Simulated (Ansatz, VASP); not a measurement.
## Two plane-wave programs on BeZn4O

File INCAR:

```
SYSTEM = BeZn4O
  PREC = Accurate
  ENCUT = 600
  EDIFF = 1E-7
  ISMEAR = 0
  SIGMA = 0.1
  LREAL = .False.
  LASPH = .True.
  NELM = 100
  ALGO = Normal
  ISIF = 3
  LWAVE = .False.
  LCHARG = .False.
  GGA = PE
  IBRION = 2
  NSW = 90
  EDIFFG = -0.04
```

KPOINTS

```
regular mesh
0
Gamma
  4 4 4
  0 0 0
```

File POSCAR:

```
BeZn4O
1.0
    4.0506916300      0.0000000000      0.0000000000
    0.0000000000      4.0506916300      0.0000000000
    0.0000000000      0.0000000000      5.7120151000
Be Zn O
1 4 1
Direct
    0.5000000000      0.5000000000      0.5000000000
    0.5000000000      0.0000000000      0.7490356600
    0.0000000000      0.5000000000      0.2509643400
    0.5000000000      0.0000000000      0.2509643400
    0.0000000000      0.5000000000      0.7490356600
    0.0000000000      0.0000000000      0.0000000000
```

Input for Ansatz:

```yaml
crystal:
  lattice:
    - [4.05069163, 0.0, 0.0]
    - [0.0, 4.05069163, 0.0]
    - [0.0, 0.0, 5.7120151]
  atoms:
    - { symbol: Be, position: [0.5, 0.5, 0.5] }
    - { symbol: Zn, position: [0.5, 0.0, 0.74903566] }
    - { symbol: Zn, position: [0.0, 0.5, 0.25096434] }
    - { symbol: Zn, position: [0.5, 0.0, 0.25096434] }
    - { symbol: Zn, position: [0.0, 0.5, 0.74903566] }
    - { symbol: O, position: [0.0, 0.0, 0.0] }
basis:
  ecutwfc: 420
kpoints:
  mp_grid: { grid: [4, 4, 4] }
hamiltonian:
  xc: pbe
scf:
  occupations: { method: gaussian, width: 0.1 }
  lower_state_search: "off"
output:
  forces: true
  stress: true
  eigenvalues: true
relax:
  adjacent_minimum: "off"
  f_tol: 0.04
  max_steps: 70
  cell: { stress_tol: 0.4 }
```

Change from the starting cell: species swapped into the Mg4SiGe type (P4/mmm, No. 123).

Alike in both runs: task relaxation of cell and atoms; functional PBE; k mesh 4 × 4 × 4; occupations gaussian, width 0.1 eV; no spin polarisation.

```csv
,VASP,Ansatz
version,VASP 6.6.1,Ansatz 0.2.0
potentials or method,"VASP PAW PBE potentials, release 64 (Be, Zn, O), cutoff 600 eV","scalar-relativistic, plane waves, PAW"
valence electrons in the cell,56,56
```

```tsv
	VASP	Ansatz	Ansatz less VASP
gap on the k mesh at the Fermi level, each at its own relaxed structure (eV)	none	none	-
relaxed volume (Å³/atom)	13.72	13.69	-0.031
relaxed length of the cell vector where the two differ most in proportion (Å)	3.812	3.808	-0.0040
```

A gap of «none» marks a metal or a gap that the smearing closes.

The k mesh is coarse, so the values compare programs but aren't converged.
